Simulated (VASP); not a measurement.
A run of VASP 6.6.1 is set up as follows.

File INCAR:

```
PREC = Accurate
ENCUT = 520
EDIFF = 1E-6
ISMEAR = 0
SIGMA = 0.1
LREAL = False
LASPH = True
NELM = 60
ALGO = Normal
ISIF = 2
LWAVE = False
LCHARG = True
GGA = PS
LELF = True
LVHAR = True
NBANDS = 14
```

KPOINTS

```
regular mesh
0
Gamma
  14 14 14
```

File POSCAR:

```
AlCu
1.0
    3.0991245551      0.0000000000      0.0000000000
    0.0000000000      3.0991245551      0.0000000000
    0.0000000000      0.0000000000      3.0991245551
Al Cu
1 1
Direct
    0.0000000000      0.0000000000      0.0000000000
    0.5000000000      0.5000000000      0.5000000000
```

Potentials or basis: VASP PAW PBE potentials, release 64 (Al, Cu).

The run is started by

```bash
$ cat potpaw_PBE.64/Al/POTCAR potpaw_PBE.64/Cu/POTCAR > POTCAR
$ mpirun -np 1 vasp_std > vasp.out
```

Task: What does it give for the pressure?

Result: -12.1 GPa.

Task: Estimate the band gap on the k mesh.

Result: Zero (band 7 reaches 11.37 eV, above the bottom of band 8 at 6.96 eV).

Caveat: the cell differs from its parent crystal (strained); the PAW data sets were made with another functional, which shifts forces and pressure a little.
